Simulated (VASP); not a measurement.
# ZrVH6 (Fm-3m) in VASP: settings compared

ZrVH6 is run at these levels: revPBE+D4, r2SCAN, r2SCAN+U; tasks: single point.

All numbers are computed with VASP 6.6.1; they aren't measurements. Logs are shortened: lines on timing, memory, paths and dates and some standing lists are left out, and cuts for length are marked.

## Step 1: The cell of the first run

The structure is cubic, space group Fm-3m (No. 225). Conventional cell: a = 7.402 Å, b = 7.402 Å, c = 7.402 Å, α = 90.00°, β = 90.00°, γ = 90.00°. H (site symmetry 4mm) has 1 Zr at 1.82 Å and 1 V at 1.88 Å within 2.4 Å. Zr (site symmetry m-3m) has 6 H at 1.82 Å within 2.4 Å. V (site symmetry m-3m) has 6 H at 1.88 Å within 2.5 Å.

## Step 2: Single point, revPBE+D4

INCAR

```
SYSTEM = ZrVH6
ALGO = Normal
EDIFF = 1E-6
ENCUT = 520
GGA = RE
ISIF = 2
ISMEAR = 0
IVDW = 13
LASPH = .True.
LCHARG = .False.
LREAL = .False.
LWAVE = .False.
NBANDS = 26
NELM = 80
PREC = Accurate
SIGMA = 0.228
```

KPOINTS

```
k-points
0
Gamma
  4 4 4
  0 0 0
```

POSCAR

```
ZrVH6
1.0
    0.0000000000      3.7010070000      3.7010070000
    3.7010070000      0.0000000000      3.7010070000
    3.7010070000      3.7010070000      0.0000000000
H Zr V
6 1 1
Direct
    0.2457500000      0.7542500000      0.2457500000
    0.2457500000      0.7542500000      0.7542500000
    0.7542500000      0.2457500000      0.7542500000
    0.7542500000      0.2457500000      0.2457500000
    0.2457500000      0.2457500000      0.7542500000
    0.7542500000      0.7542500000      0.2457500000
    0.0000000000      0.0000000000      0.0000000000
    0.5000000000      0.5000000000      0.5000000000
```

Potentials or basis: VASP PAW PBE potentials, release 64 (H, Zr_sv, V_sv).

Started as:

```
$ cat potpaw_PBE.64/H/POTCAR potpaw_PBE.64/Zr_sv/POTCAR potpaw_PBE.64/V_sv/POTCAR > POTCAR
$ mpirun -np 1 vasp_std > vasp.out
```

OUTCAR:

```text
SYSTEM = ZrVH6
   EDIFF = 1E-6
   ENCUT = 520
   GGA = RE
   ISIF = 2
   ISMEAR = 0
   IVDW = 13
   LASPH = .True.
   LREAL = .False.
   NELM = 80
   PREC = Accurate

 ion  position               nearest neighbor table
   1  0.246  0.754  0.246-   7 1.82   8 1.88
   2  0.246  0.754  0.754-   7 1.82   8 1.88
   3  0.754  0.246  0.754-   7 1.82   8 1.88
   4  0.754  0.246  0.246-   7 1.82   8 1.88
   5  0.246  0.246  0.754-   7 1.82   8 1.88
   6  0.754  0.754  0.246-   7 1.82   8 1.88
   7  0.000  0.000  0.000-   1 1.82   2 1.82   3 1.82   4 1.82   5 1.82   6 1.82
   8  0.500  0.500  0.500-   1 1.88   2 1.88   3 1.88   4 1.88   5 1.88   6 1.88

  LATTYP: Found a face centered cubic cell.
 ALAT       =     7.4020140000

  Lattice vectors:

 A1 = (   0.0000000000,   3.7010070000,   3.7010070000)
 A2 = (   3.7010070000,   0.0000000000,   3.7010070000)
 A3 = (   3.7010070000,   3.7010070000,   0.0000000000)

Analysis of symmetry for initial positions (statically):
=====================================================================
 Subroutine PRICEL returns:
 Original cell was already a primitive cell.

 Routine SETGRP: Setting up the symmetry group for a
 face centered cubic supercell.

 Subroutine GETGRP returns: Found 48 space group operations
 (whereof 48 operations were pure point group operations)
 out of a pool of 48 trial point group operations.

The static configuration has the point symmetry O_h .

Analysis of symmetry for dynamics (positions and initial velocities):
=====================================================================
 Subroutine PRICEL returns:
 Original cell was already a primitive cell.

 Routine SETGRP: Setting up the symmetry group for a
 face centered cubic supercell.

 Subroutine GETGRP returns: Found 48 space group operations
 (whereof 48 operations were pure point group operations)
 out of a pool of 48 trial point group operations.

The dynamic configuration has the point symmetry O_h .

 Subroutine INISYM returns: Found 48 space group operations
 (whereof 48 operations are pure point group operations),
 and found     1 'primitive' translations

----------------------------------------------------------------------------------------

                                     Primitive cell

  volume of cell :     101.3887

  direct lattice vectors                    reciprocal lattice vectors
     0.000000000  3.701007000  3.701007000    -0.135098366  0.135098366  0.135098366
     3.701007000  0.000000000  3.701007000     0.135098366 -0.135098366  0.135098366
     3.701007000  3.701007000  0.000000000     0.135098366  0.135098366 -0.135098366

  length of vectors
     5.234014294  5.234014294  5.234014294     0.233997235  0.233997235  0.233997235

  position of ions in fractional coordinates (direct lattice)
     0.245750000  0.754250000  0.245750000
     0.245750000  0.754250000  0.754250000
     0.754250000  0.245750000  0.754250000
     0.754250000  0.245750000  0.245750000
     0.245750000  0.245750000  0.754250000
     0.754250000  0.754250000  0.245750000
     0.000000000  0.000000000  0.000000000
     0.500000000  0.500000000  0.500000000

  ion indices of the primitive-cell ions
   primitive index   ion index
                 1           1
                 2           2
                 3           3
                 4           4
                 5           5
                 6           6
                 7           7
                 8           8

----------------------------------------------------------------------------------------

 KPOINTS: k-points

Automatic generation of k-mesh.
 Grid dimensions read from file:
 generate k-points for:    4    4    4

 Generating k-lattice:

  Cartesian coordinates                     Fractional coordinates (reciprocal lattice)
    -0.033774592  0.033774592  0.033774592     0.250000000  0.000000000  0.000000000
     0.033774592 -0.033774592  0.033774592     0.000000000  0.250000000  0.000000000
     0.033774592  0.033774592 -0.033774592     0.000000000  0.000000000  0.250000000

  Length of vectors
     0.058499309  0.058499309  0.058499309

  Shift w.r.t. Gamma in fractional coordinates (k-lattice)
     0.000000000  0.000000000  0.000000000

 Subroutine IBZKPT returns following result:
 ===========================================

 Found      8 irreducible k-points:

 Following reciprocal coordinates:
            Coordinates               Weight
  0.000000  0.000000  0.000000      1.000000
  0.250000  0.000000  0.000000      8.000000
  0.500000  0.000000  0.000000      4.000000
  0.250000  0.250000  0.000000      6.000000
  0.500000  0.250000  0.000000     24.000000
 -0.250000  0.250000  0.000000     12.000000
  0.500000  0.500000  0.000000      3.000000
 -0.250000  0.500000  0.250000      6.000000
   k-points           NKPTS =      8   k-points in BZ     NKDIM =      8   number of bands    NBANDS=     26
   number of dos      NEDOS =    301   number of ions     NIONS =      8
   total plane-waves  NPLWV =  64000
   dimension x,y,z NGX =    40 NGY =   40 NGZ =   40
   dimension x,y,z NGXF=    80 NGYF=   80 NGZF=   80
   ions per type =               6   1   1
   NGX,Y,Z   is equivalent  to a cutoff of  12.71, 12.71, 12.71 a.u.
   NGXF,Y,Z  is equivalent  to a cutoff of  25.41, 25.41, 25.41 a.u.
 SYSTEM =  ZrVH6
   PREC   = accura    normal or accurate (medium, high low for compatibility)
   ISTART =      0    job   : 0-new  1-cont  2-samecut
   ICHARG =      2    charge: 1-file 2-atom 10-const
   ISPIN  =      1    spin polarized calculation?
   LNONCOLLINEAR =      F non collinear calculations
   LSORBIT =      F    spin-orbit coupling
   LASPH  =      T    aspherical Exc in radial PAW
   ENCUT  =  520.0 eV  38.22 Ry    6.18 a.u.   9.73  9.73  9.73*2*pi/ulx,y,z
   NELM   =     80;   NELMIN=  2; NELMDL= -5     # of ELM steps
   EDIFF  = 0.1E-05   stopping-criterion for ELM
   LREAL  =      F    real-space projection
[... 7 lines left out ...]
   TEBEG  =    0.0;   TEEND  =   0.0 temperature during run
   PSTRESS=    0.0 pullay stress
   NELECT =      31.0000    total number of electrons
   NUPDOWN=      -1.0000    fix difference up-down
   EMIN   =  10.00;   EMAX   =-10.00  energy-range for DOS
   EFERMI =   0.00;   METHOD = LEGACY
   ISMEAR =     0;   SIGMA  =   0.23  broadening in eV -4-tet -1-fermi 0-gaus
   EFERMI_NEDOS =   21; number of points for ismear=-14 and -15
   IALGO  =     38    algorithm
   IMIX   =      4    mixing-type and parameters
     AMIX     =   0.40;   BMIX     =  1.00
     AMIX_MAG =   1.60;   BMIX_MAG =  1.00
  volume/ion in A,a.u.               =      12.67        85.53
  Fermi-wavevector in a.u.,A,eV,Ry     =   1.102890  2.084160 16.549666  1.216366
  Thomas-Fermi vector in A             =   2.239340
   LORBIT       =      0    0 simple, 1 ext, 2 COOP (PROOUT), +10 PAW based schemes
   GGA     = RE    functional components
   LHFCALC =     F    Hartree Fock is set to
   AEXX    =    0.0000 exact exchange contribution
   IVDW    =    13    specifies the selected vdW correction
   LEPSILON=     F    determine dielectric tensor
   LRPA    =     F    only Hartree local field effects (RPA)
 non-spin polarized calculation
 Gauss-broadening in eV      SIGMA  =   0.23
  energy-cutoff  :      520.00
  volume of cell :      101.39
 maximum number of plane-waves:      2764
 NGX is ok and might be reduce to    40
   NGX = 19   NGY = 19   NGZ = 19

 number of electron      30.9999997 magnetization

 Free energy of the ion-electron system (eV)
  ---------------------------------------------------
  ext. energy  EPLUGINS =         0.00000000
  ---------------------------------------------------
  free energy    TOTEN  =       -34.14862476 eV

  energy without entropy =      -33.93021746  energy(sigma->0) =      -34.03942111

 E-fermi :   1.7258     XC(G=0):  -7.9558

 val. band max:        1.7077171828   @ k =  -0.2500   0.2500   0.0000
 cond. band min:       1.7748237371   @ k =   0.2500   0.2500   0.0000
 fundamental gap:      0.0671065543
 Fermi energy:         1.7257890367

 k-point     1 :       0.0000    0.0000    0.0000
  band No.  band energies     occupation
      1     -63.1614      2.00000
      2     -48.0831      2.00000
      3     -36.9155      2.00000
      4     -36.9155      2.00000
      5     -36.9155      2.00000
      6     -26.1448      2.00000
[... 18 lines left out ...]
     25       9.2071      0.00000
     26       9.2071      0.00000

 k-point     2 :       0.2500    0.0000    0.0000
  band No.  band energies     occupation
      1     -63.1614      2.00000
      2     -48.0831      2.00000
      3     -36.9155      2.00000
      4     -36.9155      2.00000
      5     -36.9154      2.00000
      6     -26.1466      2.00000
[... 18 lines left out ...]
     25       7.9370      0.00000
     26       8.6093      0.00000

 k-point     3 :       0.5000    0.0000    0.0000
  band No.  band energies     occupation
      1     -63.1614      2.00000
      2     -48.0831      2.00000
      3     -36.9155      2.00000
      4     -36.9155      2.00000
      5     -36.9155      2.00000
      6     -26.1485      2.00000
[... 18 lines left out ...]
     25       7.2575      0.00000
     26       8.6435      0.00000

 k-point     4 :       0.2500    0.2500    0.0000
  band No.  band energies     occupation
      1     -63.1614      2.00000
      2     -48.0831      2.00000
      3     -36.9155      2.00000
      4     -36.9155      2.00000
      5     -36.9155      2.00000
      6     -26.1466      2.00000
[... 18 lines left out ...]
     25       9.1341      0.00000
     26       9.9273      0.00000

 k-point     5 :       0.5000    0.2500    0.0000
  band No.  band energies     occupation
      1     -63.1614      2.00000
      2     -48.0830      2.00000
      3     -36.9155      2.00000
      4     -36.9155      2.00000
      5     -36.9155      2.00000
      6     -26.1476      2.00000
[... 18 lines left out ...]
     25       8.5906      0.00000
     26       8.6559      0.00000

 k-point     6 :      -0.2500    0.2500    0.0000
  band No.  band energies     occupation
      1     -63.1614      2.00000
      2     -48.0830      2.00000
      3     -36.9155      2.00000
      4     -36.9155      2.00000
      5     -36.9154      2.00000
      6     -26.1475      2.00000
[... 18 lines left out ...]
     25       8.4978      0.00000
     26       9.0234      0.00000

 k-point     7 :       0.5000    0.5000    0.0000
  band No.  band energies     occupation
      1     -63.1614      2.00000
      2     -48.0830      2.00000
      3     -36.9156      2.00000
      4     -36.9155      2.00000
      5     -36.9155      2.00000
      6     -26.1476      2.00000
[... 18 lines left out ...]
     25       9.0302      0.00000
     26      10.2220      0.00000

 k-point     8 :      -0.2500    0.5000    0.2500
  band No.  band energies     occupation
      1     -63.1614      2.00000
      2     -48.0830      2.00000
      3     -36.9156      2.00000
      4     -36.9156      2.00000
      5     -36.9155      2.00000
      6     -26.1468      2.00000
[... 18 lines left out ...]
     25       8.2194      0.00000
     26       8.2194      0.00000

------------------------ aborting loop because EDIFF is reached ----------------------------------------

  DFT-D4 for vdW energy calculation

  Edisp (eV):   -1.39210

  FORCE on cell =-STRESS in cart. coord.  units (eV):
  Direction    XX          YY          ZZ          XY          YZ          ZX
  --------------------------------------------------------------------------------------
  -------------------------------------------------------------------------------------
  Total      -0.53668    -0.53668    -0.53668    -0.00000     0.00000    -0.00000
  in kB      -8.48076    -8.48076    -8.48076    -0.00000     0.00000    -0.00000
  external pressure =       -8.48 kB  Pullay stress =        0.00 kB

 VOLUME and BASIS-vectors are now :
 -----------------------------------------------------------------------------
  energy-cutoff  :      520.00
  volume of cell :      101.39
      direct lattice vectors                 reciprocal lattice vectors
     0.000000000  3.701007000  3.701007000    -0.135098366  0.135098366  0.135098366
     3.701007000  0.000000000  3.701007000     0.135098366 -0.135098366  0.135098366
     3.701007000  3.701007000  0.000000000     0.135098366  0.135098366 -0.135098366

 POSITION                                       TOTAL-FORCE (eV/Angst)
 -----------------------------------------------------------------------------------
      3.70101      1.81904      3.70101         0.000000      2.150630      0.000000
      5.58297      3.70101      3.70101        -2.150630     -0.000000      0.000000
      3.70101      5.58297      3.70101         0.000000     -2.150630      0.000000
      1.81904      3.70101      3.70101         2.150630     -0.000000      0.000000
      3.70101      3.70101      1.81904         0.000000     -0.000000      2.150630
      3.70101      3.70101      5.58297         0.000000     -0.000000     -2.150630
      0.00000      0.00000      0.00000         0.000000      0.000000     -0.000000
      3.70101      3.70101      3.70101         0.000000     -0.000000      0.000000
 -----------------------------------------------------------------------------------
    total drift:                               -0.000000     -0.000000      0.000000

  FREE ENERGIE OF THE ION-ELECTRON SYSTEM (eV)
  ---------------------------------------------------
  free  energy   TOTEN  =       -35.5407231392 eV

  energy  without entropy=      -35.3223158382  energy(sigma->0) =      -35.43151949
```

Wall time 19 s (1 thread of Intel Xeon 6975P-C (Granite Rapids), shared host); peak memory 0.24 GiB.

What came out:

- Free energy: -35.5407 eV
- Pressure: -0.8 GPa
- Largest force: 2.151 eV/Å
- Dispersion energy per atom: -0.174 eV

Forces in eV/Å, atoms in the order of the input:
```
H    0.000  2.151  0.000
H   -2.151  0.000  0.000
H    0.000 -2.151  0.000
H    2.151  0.000  0.000
H    0.000  0.000  2.151
H    0.000  0.000 -2.151
Zr   0.000  0.000  0.000
V    0.000  0.000  0.000
```

Levels at points of the mesh, in eV from the Fermi level:
```
           k point  band 12  band 13  band 14  band 15  band 16  band 17  band 18  band 19
(0.00, 0.00, 0.00)    -2.12    -2.12    -2.12    -0.41    -0.41    -0.41     0.93     0.93
(0.50, 0.00, 0.00)    -4.46    -3.18    -3.18     0.06     0.14     0.14     0.75     0.97
(0.50, 0.50, 0.00)    -3.23    -2.61    -2.61    -0.72     0.24     0.24     0.91     1.27
```

Caveat: the k points lie up to 0.37 Å⁻¹ apart; the PAW data sets were made with another functional, which shifts forces and pressure a little; pairwise dispersion overbinds metals, which lowers pressure and volume.

[end of part 1 of 2]
